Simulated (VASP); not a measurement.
Set up this calculation in VASP 6.6.1, as the native input.

| Property | Result |
| --- | --- |
| Task | single point |
| Functional | r2SCAN |
| Potentials or basis | VASP PAW PBE potentials, release 64 (Mn_pv) |
| Cutoff | 520 eV |
| k mesh | 15 × 15 × 15 |
| Occupations | fermi-dirac, width 0.05 eV |
| Spin | collinear spin, ferromagnetic start |
| Starting moments | [1.801] μB |
| Dipole correction | no |
| Further INCAR settings | ALGO = Normal; EDIFF = 1e-07; NBANDS = 16 |

Crystal: Mn.

```xyz
1
Lattice="2.3931 0.0000 0.0000 0.0000 2.3931 0.0000 0.0000 0.0000 2.3931" Properties=species:S:1:pos:R:3 pbc="T T T"
Mn    0.0000    0.0000    0.0000
```

This cell differs from its parent crystal: volume scaled by 1.08.

These files were run (other wordings do the same):

POSCAR

```
Mn
1.0
    2.3930724367      0.0000000000      0.0000000000
    0.0000000000      2.3930724367      0.0000000000
    0.0000000000      0.0000000000      2.3930724367
Mn
1
Direct
    0.0000000000      0.0000000000      0.0000000000
```

INCAR.step1

```
PREC = Accurate
ENCUT = 520
ISMEAR = -1
SIGMA = 0.05
LREAL = F
LASPH = T
NELM = 150
ISPIN = 2
MAGMOM = 1.801
LMAXMIX = 4
NBANDS = 16
GGA = PE
ALGO = Normal
EDIFF = 1E-4
LWAVE = T
LCHARG = F
```

INCAR.step2

```
PREC = Accurate
ENCUT = 520
EDIFF = 1E-7
ISMEAR = -1
SIGMA = 0.05
LREAL = F
LASPH = T
NELM = 150
ALGO = Normal
ISIF = 2
LWAVE = F
LCHARG = T
ISPIN = 2
MAGMOM = 1.801
LORBIT = 11
LMAXMIX = 4
METAGGA = R2SCAN
LMIXTAU = T
LELF = T
LVHAR = T
NBANDS = 16
ISTART = 1
```

KPOINTS

```
Automatic mesh
0
Gamma
  15 15 15
```

Potentials or basis: VASP PAW PBE potentials, release 64 (Mn_pv).

The run is started by

```console
$ cat potpaw_PBE.64/Mn_pv/POTCAR > POTCAR
$ cp INCAR.step1 INCAR
$ mpirun -np 1 vasp_std > vasp.out
$ cp INCAR.step2 INCAR
$ mpirun -np 1 vasp_std > vasp.out
```

It gave:

The pressure is 14.2 GPa and the net moment is 3.04 μB per cell. The site moments are Mn +3.00 μB and the valence electrons inside the program's atomic spheres are Mn 11.83.

Caveat: the PAW data sets were made with another functional, which shifts forces and pressure a little.

Run time: 4.6 min on 1 thread of Intel(R) Xeon(R) Platinum 8259CL CPU @ 2.50GHz (Skylake/Cascade Lake), with other jobs on the host, peak memory 0.16 GiB.
